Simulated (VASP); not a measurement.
# SnO (P4/nmm) in VASP: settings compared, part 2 of 2

VASP 6.6.1.

### Step 3. Single point, b88 exchange, pbe correlation

This run uses another cell than the first one, of 16.70 Å³/atom.

INCAR reads:

```
PREC = Accurate
ENCUT = 600
EDIFF = 1E-6
ISMEAR = -1
SIGMA = 0.05
LREAL = F
LASPH = T
NELM = 120
ALGO = Normal
ISIF = 2
LWAVE = F
LCHARG = F
GGA = LIBXC
LIBXC1 = GGA_X_B88
LIBXC2 = GGA_C_PBE
NBANDS = 28
GGA_COMPAT = F
```

KPOINTS reads:

```
Automatic mesh
0
Gamma
  7 7 6
```

POSCAR reads:

```
SnO
1.0
    3.7358428604      0.0000000000      0.0000000000
    0.0000000000      3.7358428604      0.0000000000
    0.0000000000      0.0000000000      4.7871523832
Sn O
2 2
Direct
    0.5000000000      0.0000000000      0.7646261400
    0.0000000000      0.5000000000      0.2353738600
    0.0000000000      0.0000000000      0.0000000000
    0.5000000000      0.5000000000      0.0000000000
```

Potentials or basis: VASP PAW PBE potentials, release 64 (Sn_d, O).

On the command line:

```
$ cat potpaw_PBE.64/Sn_d/POTCAR potpaw_PBE.64/O/POTCAR > POTCAR
$ mpirun -np 1 vasp_std > vasp.out
```

OUTCAR:

```text
PREC = Accurate
   ENCUT = 600
   EDIFF = 1E-6
   ISMEAR = -1
   LREAL = F
   LASPH = T
   NELM = 120
   ISIF = 2
   GGA = LIBXC

 ion  position               nearest neighbor table
   1  0.500  0.000  0.765-   3 2.18   4 2.18   4 2.18   3 2.18   2 3.47   2 3.47   2 3.47   2 3.47
                             2 3.66   2 3.66   2 3.66   2 3.66
   2  0.000  0.500  0.235-   3 2.18   4 2.18   3 2.18   4 2.18   1 3.47   1 3.47   1 3.47   1 3.47
                             1 3.66   1 3.66   1 3.66   1 3.66
   3  0.000  0.000  0.000-   1 2.18   2 2.18   2 2.18   1 2.18
   4  0.500  0.500  0.000-   1 2.18   2 2.18   1 2.18   2 2.18

  LATTYP: Found a simple tetragonal cell.
 ALAT       =     3.7358428604
 C/A-ratio  =     1.2814116016

  Lattice vectors:

 A1 = (   3.7358428604,   0.0000000000,   0.0000000000)
 A2 = (   0.0000000000,   3.7358428604,   0.0000000000)
 A3 = (   0.0000000000,   0.0000000000,   4.7871523832)

Analysis of symmetry for initial positions (statically):
=====================================================================
 Subroutine PRICEL returns:
 Original cell was already a primitive cell.

 Routine SETGRP: Setting up the symmetry group for a
 simple tetragonal supercell.

 Subroutine GETGRP returns: Found 16 space group operations
 (whereof  8 operations were pure point group operations)
 out of a pool of 16 trial point group operations.

The static configuration has the point symmetry D_2d.
 The point group associated with its full space group is D_4h.

Analysis of symmetry for dynamics (positions and initial velocities):
=====================================================================
 Subroutine PRICEL returns:
 Original cell was already a primitive cell.

 Routine SETGRP: Setting up the symmetry group for a
 simple tetragonal supercell.

 Subroutine GETGRP returns: Found 16 space group operations
 (whereof  8 operations were pure point group operations)
 out of a pool of 16 trial point group operations.

The dynamic configuration has the point symmetry D_2d.
 The point group associated with its full space group is D_4h.

 Subroutine INISYM returns: Found 16 space group operations
 (whereof  8 operations are pure point group operations),
 and found     1 'primitive' translations

----------------------------------------------------------------------------------------

                                     Primitive cell

  volume of cell :      66.8120

  direct lattice vectors                    reciprocal lattice vectors
     3.735842860  0.000000000  0.000000000     0.267677212  0.000000000  0.000000000
     0.000000000  3.735842860  0.000000000     0.000000000  0.267677212  0.000000000
     0.000000000  0.000000000  4.787152383     0.000000000  0.000000000  0.208892452

  length of vectors
     3.735842860  3.735842860  4.787152383     0.267677212  0.267677212  0.208892452

  position of ions in fractional coordinates (direct lattice)
     0.500000000  0.000000000  0.764626140
     0.000000000  0.500000000  0.235373860
     0.000000000  0.000000000  0.000000000
     0.500000000  0.500000000  0.000000000

  ion indices of the primitive-cell ions
   primitive index   ion index
                 1           1
                 2           2
[... 25 lines left out ...]
 ===========================================

 Found     40 irreducible k-points:

 Following reciprocal coordinates:
            Coordinates               Weight
  0.000000  0.000000  0.000000      1.000000
  0.142857  0.000000  0.000000      4.000000
  0.285714  0.000000  0.000000      4.000000
  0.428571  0.000000  0.000000      4.000000
  0.142857  0.142857  0.000000      4.000000
  0.285714  0.142857  0.000000      8.000000
[... 16 lines left out ...]
  0.285714  0.000000  0.333333      8.000000
  0.428571  0.000000  0.333333      8.000000
 [... further k-points ...]
   k-points           NKPTS =     40   k-points in BZ     NKDIM =     40   number of bands    NBANDS=     28
   number of dos      NEDOS =    301   number of ions     NIONS =      4
   total plane-waves  NPLWV =  36000
   dimension x,y,z NGX =    30 NGY =   30 NGZ =   40
   dimension x,y,z NGXF=    60 NGYF=   60 NGZF=   80
   ions per type =               2   2
   NGX,Y,Z   is equivalent  to a cutoff of  13.35, 13.35, 13.89 a.u.
   NGXF,Y,Z  is equivalent  to a cutoff of  26.70, 26.70, 27.78 a.u.
 SYSTEM =  unknown system
   PREC   = accura    normal or accurate (medium, high low for compatibility)
   ISTART =      0    job   : 0-new  1-cont  2-samecut
   ICHARG =      2    charge: 1-file 2-atom 10-const
   ISPIN  =      1    spin polarized calculation?
   LNONCOLLINEAR =      F non collinear calculations
   LSORBIT =      F    spin-orbit coupling
   LASPH  =      T    aspherical Exc in radial PAW
   ENCUT  =  600.0 eV  44.10 Ry    6.64 a.u.   7.46  7.46  9.56*2*pi/ulx,y,z
   NELM   =    120;   NELMIN=  2; NELMDL= -5     # of ELM steps
   EDIFF  = 0.1E-05   stopping-criterion for ELM
   LREAL  =      F    real-space projection
   EDIFFG = 0.1E-04   stopping-criterion for IOM
   NSW    =      0    number of steps for IOM
   IBRION =     -1    ionic relax: 0-MD 1-quasi-New 2-CG
   NFREE  =      0    steps in history (QN), initial steepest desc. (CG)
   ISIF   =      2    stress and relaxation
   ISYM   =      2    0-nonsym 1-usesym 2-fastsym
   POTIM  = 0.5000    time-step for ionic-motion
   TEBEG  =    0.0;   TEEND  =   0.0 temperature during run
   PSTRESS=    0.0 pullay stress
   NELECT =      40.0000    total number of electrons
   NUPDOWN=      -1.0000    fix difference up-down
   EMIN   =  10.00;   EMAX   =-10.00  energy-range for DOS
   EFERMI =   0.00;   METHOD = LEGACY
   ISMEAR =    -1;   SIGMA  =   0.05  broadening in eV -4-tet -1-fermi 0-gaus
   EFERMI_NEDOS =   21; number of points for ismear=-14 and -15
   IALGO  =     38    algorithm
   IMIX   =      4    mixing-type and parameters
     AMIX     =   0.40;   BMIX     =  1.00
     AMIX_MAG =   1.60;   BMIX_MAG =  1.00
  volume/ion in A,a.u.               =      16.70       112.72
  Fermi-wavevector in a.u.,A,eV,Ry     =   1.379781  2.607407 25.902694  1.903794
  Thomas-Fermi vector in A             =   2.504718
   LORBIT       =      0    0 simple, 1 ext, 2 COOP (PROOUT), +10 PAW based schemes
   GGA     = LIBXC    functional components
   LHFCALC =     F    Hartree Fock is set to
   AEXX    =    0.0000 exact exchange contribution
   IVDW    =     0    specifies the selected vdW correction
   LEPSILON=     F    determine dielectric tensor
   LRPA    =     F    only Hartree local field effects (RPA)
 non-spin polarized calculation
  energy-cutoff  :      600.00
  volume of cell :       66.81
 maximum number of plane-waves:      2259
 NGX is ok and might be reduce to    30
   NGX = 15   NGY = 15   NGZ = 19

 number of electron      39.9999999 magnetization

 Free energy of the ion-electron system (eV)
  ---------------------------------------------------
  ext. energy  EPLUGINS =         0.00000000
  ---------------------------------------------------
  free energy    TOTEN  =       -21.97213842 eV

  energy without entropy =      -21.97086688  energy(sigma->0) =      -21.97150265

 E-fermi :   7.9940     XC(G=0): -10.5290

 val. band max:        7.9078567487   @ k =   0.0000   0.0000   0.0000
 cond. band min:       8.0828794017   @ k =   0.4286   0.4286   0.0000
 fundamental gap:      0.1750226530
 Fermi energy:         7.9939972656

 k-point     1 :       0.0000    0.0000    0.0000
  band No.  band energies     occupation
      1     -14.4945      2.00000
      2     -13.9189      2.00000
      3     -13.9189      2.00000
      4     -13.9150      2.00000
      5     -13.8518      2.00000
      6     -13.8517      2.00000
[... 733 lines left out ...]
     27      16.7323      0.00000
     28      17.5988      0.00000

 [... further k-points ...]

------------------------ aborting loop because EDIFF is reached ----------------------------------------

  FORCE on cell =-STRESS in cart. coord.  units (eV):
  Direction    XX          YY          ZZ          XY          YZ          ZX
  --------------------------------------------------------------------------------------
  -------------------------------------------------------------------------------------
  Total        4.7618411      4.7618411      3.6582246      0.0000000     -0.0000000      0.0000000
  in kB      114.1907763    114.1907763     87.7256288      0.0000000     -0.0000000      0.0000000
  external PRESSURE =     105.3690604 kB  Pullay stress =       0.0000000 kB

 VOLUME and BASIS-vectors are now :
 -----------------------------------------------------------------------------
  energy-cutoff  :      600.00
  volume of cell :       66.81
      direct lattice vectors                 reciprocal lattice vectors
     3.735842860  0.000000000  0.000000000     0.267677212  0.000000000  0.000000000
     0.000000000  3.735842860  0.000000000     0.000000000  0.267677212  0.000000000
     0.000000000  0.000000000  4.787152383     0.000000000  0.000000000  0.208892452

 POSITION                                       TOTAL-FORCE (eV/Angst)
 -----------------------------------------------------------------------------------
      1.86792      0.00000      3.66038        -0.000000      0.000000     -1.381407
      0.00000      1.86792      1.12677         0.000000      0.000000      1.381407
      0.00000      0.00000      0.00000         0.000000     -0.000000     -0.000000
      1.86792      1.86792      0.00000         0.000000      0.000000     -0.000000
 -----------------------------------------------------------------------------------
    total drift:                                0.000000      0.000000      0.000000

  FREE ENERGIE OF THE ION-ELECTRON SYSTEM (eV)
  ---------------------------------------------------
  free  energy   TOTEN  =       -21.9721384162 eV

  energy  without entropy=      -21.9708668844  energy(sigma->0) =      -21.97150265
```

It took 41 s on 1 thread of AMD EPYC 9R45 (Zen 5), shared host; peak memory 0.2 GiB.

What came out:

```yaml
Free_energy: -21.9721 eV
Pressure: 10.5 GPa
Largest_force: 1.381 eV/Å
Band_gap_on_the_k_mesh: 0.17 eV (least direct gap 2.04 eV)
```

Forces in eV/Å, atoms in the order of the input:
```
Sn   0.000  0.000 -1.381
Sn   0.000  0.000  1.381
O    0.000  0.000  0.000
O    0.000  0.000  0.000
```

Levels at points of the mesh, in eV from the valence-band top:
```
           k point  band 17  band 18  band 19  band 20  band 21  band 22  band 23  band 24
(0.00, 0.00, 0.00)    -3.94    -3.64    -3.64     0.00     2.15     4.19     4.75     4.75
(0.00, 0.00, 0.50)    -3.66    -3.66    -3.07    -2.57     1.59     2.91     2.91     3.72
```

Caveat: the cell stands under pressure; the PAW data sets were made with another functional, which shifts forces and pressure a little; spin-orbit coupling is left out, which moves the levels of the heavy elements; an odd mesh through Γ misses points on the zone boundary, where band edges can lie.

### Step 4. Single point, b88 exchange, pbe correlation

This run uses another cell than the first one, of 17.06 Å³/atom.

INCAR reads:

```
SYSTEM = SnO
ALGO = Normal
EDIFF = 1E-6
ENCUT = 600
GGA = LIBXC
GGA_COMPAT = .False.
ISIF = 2
ISMEAR = -1
LASPH = .True.
LCHARG = .False.
LIBXC1 = GGA_X_B88
LIBXC2 = GGA_C_PBE
LREAL = .False.
LWAVE = .False.
NBANDS = 28
NELM = 120
PREC = Accurate
SIGMA = 0.05
```

KPOINTS reads:

```
k-points
0
Gamma
  7 7 6
  0 0 0
```

POSCAR reads:

```
SnO
1.0
    3.7621524798      0.0000000000      0.0000000000
    0.0000000000      3.7621524798      0.0000000000
    0.0000000000      0.0000000000      4.8208658347
Sn O
2 2
Direct
    0.5000000000      0.0000000000      0.7646261400
    0.0000000000      0.5000000000      0.2353738600
    0.0000000000      0.0000000000      0.0000000000
    0.5000000000      0.5000000000      0.0000000000
```

On the command line:

```
$ cat potpaw_PBE.64/Sn_d/POTCAR potpaw_PBE.64/O/POTCAR > POTCAR
$ mpirun -np 1 vasp_std > vasp.out
```

Wall time 42 s (1 thread of AMD EPYC 9R45 (Zen 5), shared host); peak memory 0.2 GiB.

It converged, with:

```
Free energy            : -22.0558 eV
Pressure               : 7.9 GPa
Largest force          : 1.034 eV/Å
Band gap on the k mesh : 0.25 eV (least direct gap 2.05 eV)
```

Forces in eV/Å, atoms in the order of the input:
```
Sn   0.000  0.000 -1.034
Sn   0.000  0.000  1.034
O    0.000  0.000  0.000
O    0.000  0.000  0.000
```

Stress tensor (GPa, compression positive):
```
8.59 0.00 0.00
0.00 8.59 0.00
0.00 0.00 6.61
```

Levels at points of the mesh, in eV from the valence-band top:
```tsv
k point	band 18	band 19	band 20	band 21	band 22	band 23
(0.00, 0.00, 0.00)	-3.48	-3.48	0.00	2.12	4.22	4.75
(0.00, 0.00, 0.50)	-3.49	-3.11	-2.44	1.63	2.96	2.96
```

Caveat: the cell stands under pressure; the PAW data sets were made with another functional, which shifts forces and pressure a little; spin-orbit coupling is left out, which moves the levels of the heavy elements; an odd mesh through Γ misses points on the zone boundary, where band edges can lie.

### Step 5. The runs side by side

```tsv
task	level	cell	gap on the mesh (eV)	pressure (GPa)	largest force (eV/Å)
relaxation of cell and atoms	PBEsol+D4	relaxed from a = 3.814, b = 3.814, c = 4.887 Å, 4 atoms	none	0.0	-
single point	b88 exchange, pbe correlation	a = 3.736, b = 3.736, c = 4.787 Å, 4 atoms	0.17	10.5	1.38
single point	b88 exchange, pbe correlation	a = 3.762, b = 3.762, c = 4.821 Å, 4 atoms	0.25	7.9	1.03
```

Alike in all rows: potentials or basis VASP PAW PBE potentials, release 64 (Sn_d, O); no spin polarisation; k mesh 7 × 7 × 6; cutoff (eV) 600; smearing fermi-dirac 0.05 eV.

Caveats: the PAW data sets were made with another functional, which shifts forces and pressure a little; spin-orbit coupling is left out, which moves the levels of the heavy elements; the cell stands under pressure (at least some runs); an odd mesh through Γ misses points on the zone boundary, where band edges can lie (at least some runs); semilocal functionals underestimate gaps, so a narrow gap can read as zero (at least some runs).

Total energies depend on the potentials used, so only differences within one code and one set of settings carry meaning.
